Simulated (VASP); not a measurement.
# Si2Mo (I4/mmm) in VASP: further runs

Si2Mo is run at these levels: PBE; tasks: single point.

Program: VASP 6.6.1. These are calculated values, not measurements. Logs are shortened: lines on timing, memory, paths and dates and some standing lists are left out, and cuts for length are marked.

## Step 1: The cell of the first run

Symmetry: I4/mmm, No. 139, tetragonal system. The conventional cell has a = 3.240 Å, b = 3.240 Å, c = 7.917 Å, α = 90.00°, β = 90.00°, γ = 90.00°. Within 3.4 Å of Si (site symmetry 4mm) lie 9 Si at 2.61 to 3.24 Å and 5 Mo at 2.64 to 2.66 Å. Within 3.5 Å of Mo (site symmetry 4/mmm) lie 10 Si at 2.64 to 2.66 Å and 4 Mo at 3.24 Å.

## Step 2: Single point, PBE (volume scaled by 1.020)

INCAR

```
PREC = Accurate
ENCUT = 520
EDIFF = 1E-7
ISMEAR = 0
SIGMA = 0.05
LREAL = F
LASPH = T
NELM = 100
ALGO = Normal
ISIF = 2
LWAVE = F
LCHARG = F
GGA = PE
NBANDS = 18
```

KPOINTS

```
regular mesh
0
Gamma
  14 14 14
```

POSCAR

```
Si2Mo
1.0
   -1.6199681149      1.6199681149      3.9587420918
    1.6199681149     -1.6199681149      3.9587420918
    1.6199681149      1.6199681149     -3.9587420918
Si Mo
2 1
Direct
    0.3354190529      0.3354190529      0.0000000000
    0.6645809471      0.6645809471      0.0000000000
    0.0000000000      0.0000000000      0.0000000000
```

Potentials or basis: VASP PAW PBE potentials, release 64 (Si, Mo_sv).

Command:

```bash
cat potpaw_PBE.64/Si/POTCAR potpaw_PBE.64/Mo_sv/POTCAR > POTCAR
mpirun -np 1 vasp_std > vasp.out
```

OUTCAR:

```text
PREC = Accurate
   ENCUT = 520
   EDIFF = 1E-7
   ISMEAR = 0
   LREAL = F
   LASPH = T
   NELM = 100
   ISIF = 2
   GGA = PE

 ion  position               nearest neighbor table
   1  0.335  0.335  0.000-   2 2.61   3 2.64   3 2.64   3 2.64   3 2.64   3 2.66   2 2.66   2 2.66
                             2 2.66   2 2.66
   2  0.665  0.665  0.000-   1 2.61   3 2.64   3 2.64   3 2.64   3 2.64   3 2.66   1 2.66   1 2.66
                             1 2.66   1 2.66
   3  0.000  0.000  0.000-   2 2.64   2 2.64   2 2.64   1 2.64   2 2.64   1 2.64   1 2.64   1 2.64
                             1 2.66   2 2.66

  LATTYP: Found a body centered tetragonal cell.
 ALAT       =     3.2399362298
 C/A-ratio  =     2.4437160555

  Lattice vectors:

 A1 = (  -1.6199681149,   1.6199681149,   3.9587420918)
 A2 = (   1.6199681149,  -1.6199681149,   3.9587420918)
 A3 = (   1.6199681149,   1.6199681149,  -3.9587420918)

Analysis of symmetry for initial positions (statically):
=====================================================================
 Subroutine PRICEL returns:
 Original cell was already a primitive cell.

 Routine SETGRP: Setting up the symmetry group for a
 body centered tetragonal supercell.

 Subroutine GETGRP returns: Found 16 space group operations
 (whereof 16 operations were pure point group operations)
 out of a pool of 16 trial point group operations.

The static configuration has the point symmetry D_4h.

Analysis of symmetry for dynamics (positions and initial velocities):
=====================================================================
 Subroutine PRICEL returns:
 Original cell was already a primitive cell.

 Routine SETGRP: Setting up the symmetry group for a
 body centered tetragonal supercell.

 Subroutine GETGRP returns: Found 16 space group operations
 (whereof 16 operations were pure point group operations)
 out of a pool of 16 trial point group operations.

The dynamic configuration has the point symmetry D_4h.

 Subroutine INISYM returns: Found 16 space group operations
 (whereof 16 operations are pure point group operations),
 and found     1 'primitive' translations

----------------------------------------------------------------------------------------

                                     Primitive cell

  volume of cell :      41.5557

  direct lattice vectors                    reciprocal lattice vectors
    -1.619968115  1.619968115  3.958742092     0.000000000  0.308648050  0.126302747
     1.619968115 -1.619968115  3.958742092     0.308648050  0.000000000  0.126302747
     1.619968115  1.619968115 -3.958742092     0.308648050  0.308648050  0.000000000

  length of vectors
     4.573864049  4.573864049  4.573864049     0.333490634  0.333490634  0.436494259

  position of ions in fractional coordinates (direct lattice)
     0.335419053  0.335419053  0.000000000
     0.664580947  0.664580947  0.000000000
     0.000000000  0.000000000  0.000000000

  ion indices of the primitive-cell ions
   primitive index   ion index
                 1           1
                 2           2
                 3           3

----------------------------------------------------------------------------------------

 KPOINTS: regular mesh

Automatic generation of k-mesh.
 Grid dimensions read from file:
 generate k-points for:   14   14   14

 Generating k-lattice:

  Cartesian coordinates                     Fractional coordinates (reciprocal lattice)
     0.000000000  0.022046289  0.009021625     0.071428571  0.000000000 -0.000000000
     0.022046289  0.000000000  0.009021625     0.000000000  0.071428571 -0.000000000
     0.022046289  0.022046289  0.000000000     0.000000000  0.000000000  0.071428571

  Length of vectors
     0.023820760  0.023820760  0.031178161

  Shift w.r.t. Gamma in fractional coordinates (k-lattice)
     0.000000000  0.000000000  0.000000000

 Subroutine IBZKPT returns following result:
 ===========================================

 Found    244 irreducible k-points:

 Following reciprocal coordinates:
            Coordinates               Weight
  0.000000  0.000000  0.000000      1.000000
  0.071429  0.000000  0.000000      8.000000
  0.142857  0.000000  0.000000      8.000000
  0.214286  0.000000  0.000000      8.000000
  0.285714  0.000000 -0.000000      8.000000
  0.357143  0.000000  0.000000      8.000000
[... 16 lines left out ...]
  0.214286  0.142857  0.000000     16.000000
  0.285714  0.142857 -0.000000     16.000000
 [... further k-points ...]
   k-points           NKPTS =    244   k-points in BZ     NKDIM =    244   number of bands    NBANDS=     18
   number of dos      NEDOS =    301   number of ions     NIONS =      3
   total plane-waves  NPLWV =  46656
   dimension x,y,z NGX =    36 NGY =   36 NGZ =   36
   dimension x,y,z NGXF=    72 NGYF=   72 NGZF=   72
   ions per type =               2   1
   NGX,Y,Z   is equivalent  to a cutoff of  13.08, 13.08, 13.08 a.u.
   NGXF,Y,Z  is equivalent  to a cutoff of  26.17, 26.17, 26.17 a.u.
 SYSTEM =  unknown system
   PREC   = accura    normal or accurate (medium, high low for compatibility)
   ISTART =      0    job   : 0-new  1-cont  2-samecut
   ICHARG =      2    charge: 1-file 2-atom 10-const
   ISPIN  =      1    spin polarized calculation?
   LNONCOLLINEAR =      F non collinear calculations
   LSORBIT =      F    spin-orbit coupling
   LASPH  =      T    aspherical Exc in radial PAW
   ENCUT  =  520.0 eV  38.22 Ry    6.18 a.u.   8.50  8.50  8.50*2*pi/ulx,y,z
   NELM   =    100;   NELMIN=  2; NELMDL= -5     # of ELM steps
   EDIFF  = 0.1E-06   stopping-criterion for ELM
   LREAL  =      F    real-space projection
   EDIFFG = 0.1E-05   stopping-criterion for IOM
   NSW    =      0    number of steps for IOM
   IBRION =     -1    ionic relax: 0-MD 1-quasi-New 2-CG
   NFREE  =      0    steps in history (QN), initial steepest desc. (CG)
   ISIF   =      2    stress and relaxation
   ISYM   =      2    0-nonsym 1-usesym 2-fastsym
   POTIM  = 0.5000    time-step for ionic-motion
   TEBEG  =    0.0;   TEEND  =   0.0 temperature during run
   PSTRESS=    0.0 pullay stress
   NELECT =      22.0000    total number of electrons
   NUPDOWN=      -1.0000    fix difference up-down
   EMIN   =  10.00;   EMAX   =-10.00  energy-range for DOS
   EFERMI =   0.00;   METHOD = LEGACY
   ISMEAR =     0;   SIGMA  =   0.05  broadening in eV -4-tet -1-fermi 0-gaus
   EFERMI_NEDOS =   21; number of points for ismear=-14 and -15
   IALGO  =     38    algorithm
   IMIX   =      4    mixing-type and parameters
     AMIX     =   0.40;   BMIX     =  1.00
     AMIX_MAG =   1.60;   BMIX_MAG =  1.00
  volume/ion in A,a.u.               =      13.85        93.48
  Fermi-wavevector in a.u.,A,eV,Ry     =   1.324359  2.502675 23.863617  1.753926
  Thomas-Fermi vector in A             =   2.453899
   LORBIT       =      0    0 simple, 1 ext, 2 COOP (PROOUT), +10 PAW based schemes
   GGA     = PE    functional components
   LHFCALC =     F    Hartree Fock is set to
   AEXX    =    0.0000 exact exchange contribution
   IVDW    =     0    specifies the selected vdW correction
   LEPSILON=     F    determine dielectric tensor
   LRPA    =     F    only Hartree local field effects (RPA)
 non-spin polarized calculation
 Gauss-broadening in eV      SIGMA  =   0.05
  energy-cutoff  :      520.00
  volume of cell :       41.56
 maximum number of plane-waves:      1152
 NGX is ok and might be reduce to    36
   NGX = 17   NGY = 17   NGZ = 17

 number of electron      22.0000000 magnetization

 Free energy of the ion-electron system (eV)
  ---------------------------------------------------
  ext. energy  EPLUGINS =         0.00000000
  ---------------------------------------------------
  free energy    TOTEN  =       -23.25212940 eV

  energy without entropy =      -23.25162418  energy(sigma->0) =      -23.25187679

 E-fermi :  11.8161     XC(G=0): -12.2746

 val. band max:       11.8155633670   @ k =  -0.4286  -0.4286   0.3571
 cond. band min:      11.8230895651   @ k =  -0.4286  -0.4286   0.4286
 fundamental gap:      0.0075261980
 Fermi energy:        11.8161274184

 k-point     1 :       0.0000    0.0000    0.0000
  band No.  band energies     occupation
      1     -48.9849      2.00000
      2     -23.1104      2.00000
      3     -23.0579      2.00000
      4     -23.0579      2.00000
      5      -1.3859      2.00000
      6       5.5877      2.00000
[... 10 lines left out ...]
     17      16.7248      0.00000
     18      16.7248      0.00000

 k-point     2 :       0.0714    0.0000    0.0000
  band No.  band energies     occupation
      1     -48.9842      2.00000
      2     -23.1096      2.00000
      3     -23.0692      2.00000
      4     -23.0569      2.00000
      5      -1.2958      2.00000
      6       5.5857      2.00000
[... 10 lines left out ...]
     17      16.7880      0.00000
     18      17.3019      0.00000

 k-point     3 :       0.1429    0.0000    0.0000
  band No.  band energies     occupation
      1     -48.9820      2.00000
      2     -23.1073      2.00000
      3     -23.1004      2.00000
      4     -23.0540      2.00000
      5      -1.0287      2.00000
      6       5.5482      2.00000
[... 10 lines left out ...]
     17      17.1681      0.00000
     18      18.4786      0.00000

 k-point     4 :       0.2143    0.0000    0.0000
  band No.  band energies     occupation
      1     -48.9789      2.00000
      2     -23.1457      2.00000
      3     -23.1037      2.00000
      4     -23.0498      2.00000
      5      -0.5942      2.00000
      6       5.3593      2.00000
[... 375 lines left out ...]
      4     -23.0939      2.00000
      5      -0.5859      2.00000
      6       5.0893      2.00000
[... 10 lines left out ...]
     17      18.3470      0.00000
     18      18.9260      0.00000

 k-point    23 :       0.2143    0.1429    0.0000
  band No.  band energies     occupation
      1     -48.9760      2.00000
      2     -23.1411      2.00000
      3     -23.1021      2.00000
      4     -23.0912      2.00000
      5      -0.1257      2.00000
      6       4.8649      2.00000
[... 10 lines left out ...]
     17      18.3977      0.00000
     18      19.9039      0.00000

 k-point    24 :       0.2857    0.1429   -0.0000
  band No.  band energies     occupation
      1     -48.9726      2.00000
      2     -23.1900      2.00000
      3     -23.0980      2.00000
      4     -23.0861      2.00000
      5       0.4708      2.00000
      6       4.5393      2.00000
[... 10 lines left out ...]
     17      18.9118      0.00000
     18      19.9713      0.00000

 [... further k-points ...]
[... 5 lines left out ...]
  --------------------------------------------------------------------------------------
  -------------------------------------------------------------------------------------
  Total       -0.9695348     -0.9695348     -0.9658354      0.0000000      0.0000000     -0.0000000
  in kB      -37.3803909    -37.3803909    -37.2377618      0.0000000      0.0000000     -0.0000000
  external PRESSURE =     -37.3328479 kB  Pullay stress =       0.0000000 kB

 VOLUME and BASIS-vectors are now :
 -----------------------------------------------------------------------------
  energy-cutoff  :      520.00
  volume of cell :       41.56
      direct lattice vectors                 reciprocal lattice vectors
    -1.619968115  1.619968115  3.958742092     0.000000000  0.308648050  0.126302747
     1.619968115 -1.619968115  3.958742092     0.308648050  0.000000000  0.126302747
     1.619968115  1.619968115 -3.958742092     0.308648050  0.308648050  0.000000000

 POSITION                                       TOTAL-FORCE (eV/Angst)
 -----------------------------------------------------------------------------------
      0.00000      0.00000      2.65568         0.000000     -0.000000     -0.000596
      0.00000      0.00000      5.26181        -0.000000      0.000000      0.000596
      0.00000      0.00000      0.00000         0.000000     -0.000000      0.000000
 -----------------------------------------------------------------------------------
    total drift:                                0.000000     -0.000000      0.000000

  FREE ENERGIE OF THE ION-ELECTRON SYSTEM (eV)
  ---------------------------------------------------
  free  energy   TOTEN  =       -23.2521293975 eV

  energy  without entropy=      -23.2516241787  energy(sigma->0) =      -23.25187679
```

Wall time 4.9 min (1 thread of Intel Xeon Platinum 8259CL at 2.50GHz (Skylake/Cascade Lake), shared host); peak memory 0.32 GiB.

Results:

```yaml
Free_energy: -23.2521 eV
Pressure: -3.7 GPa
Band_gap_on_the_k_mesh: zero (band 11 reaches 12.21 eV, above the bottom of band 12 at 11.29 eV)
```

Levels at points of the mesh, in eV from the Fermi level:
| k point | band 9 | band 10 | band 11 | band 12 | band 13 | band 14 |
| --- | --- | --- | --- | --- | --- | --- |
| (0.00, 0.00, 0.00) | -2.57 | -2.57 | 0.30 | 2.92 | 3.29 | 3.35 |
| (0.50, 0.00, 0.00) | -2.54 | -2.49 | -0.51 | 2.10 | 3.00 | 3.78 |
| (0.50, 0.50, 0.00) | -4.35 | -2.95 | -1.26 | 2.14 | 2.54 | 3.01 |
| (0.50, 0.50, 0.50) | -0.59 | -0.59 | -0.53 | -0.53 | 0.42 | 4.60 |

## Step 3: Single point, PBE (volume scaled by 1.040)

INCAR

```
PREC     = Accurate       # precision mode
ENCUT    = 520            # plane-wave cutoff, eV
EDIFF    = 1E-6           # SCF threshold, eV
ISMEAR   = 0              # smearing method
SIGMA    = 0.05           # smearing width, eV
LREAL    = F              # projectors in reciprocal space
LASPH    = T              # aspherical terms in the spheres
NELM     = 100            # most SCF steps
ALGO     = Normal         # electronic algorithm
ISIF     = 2              # what is computed and relaxed
LWAVE    = F              # write WAVECAR
LCHARG   = T              # write CHGCAR
GGA      = PE             # functional
LELF     = T              # ELF
LVHAR    = T            
NBANDS   = 18             # bands
```

KPOINTS

```
Automatic mesh
0
Gamma
  14 14 14
```

POSCAR

```
Si2Mo
1.0
   -1.6310699758      1.6310699758      3.9816045376
    1.6310699758     -1.6310699758      3.9816045376
    1.6310699758      1.6310699758     -3.9816045376
Si Mo
2 1
Direct
    0.3357809915      0.3357809915      0.0000000000
    0.6642190085      0.6642190085      0.0000000000
    0.0000000000      0.0000000000      0.0000000000
```

Potentials or basis: VASP PAW PBE potentials, release 64 (Si, Mo_sv).

Command:

```bash
cat potpaw_PBE.64/Si/POTCAR potpaw_PBE.64/Mo_sv/POTCAR > POTCAR
mpirun -np 1 vasp_std > vasp.out
```

Run time: 4.3 min. Hardware: 1 thread of Intel Xeon Platinum 8259CL at 2.50GHz (Skylake/Cascade Lake), shared host; peak memory 0.33 GiB.

It converged, with:

| Item | Value |
| --- | --- |
| Free energy | -23.2243 eV |
| Pressure | -7.2 GPa |
| Largest force | 0.004 eV/Å |
| Band gap on the k mesh | zero (band 11 reaches 11.91 eV, above the bottom of band 12 at 11.01 eV) |

Forces in eV/Å, atoms in the order of the input:
```
Si   0.000  0.000 -0.004
Si   0.000  0.000  0.004
Mo   0.000  0.000  0.000
```

Levels at points of the mesh, in eV from the Fermi level:
```tsv
k point	band 7	band 8	band 9	band 10	band 11	band 12	band 13	band 14	band 15	band 16
(0.00, 0.00, 0.00)	-3.48	-2.85	-2.50	-2.50	0.28	2.82	3.27	3.27	3.37	3.82
(0.50, 0.00, 0.00)	-4.78	-4.37	-2.50	-2.41	-0.48	2.04	2.98	3.65	4.01	5.38
(0.50, 0.50, 0.00)	-5.43	-5.23	-4.26	-2.87	-1.27	2.08	2.47	2.97	3.19	4.69
(0.50, 0.50, 0.50)	-3.29	-2.05	-0.57	-0.57	-0.52	-0.52	0.41	4.51	4.55	6.01
```
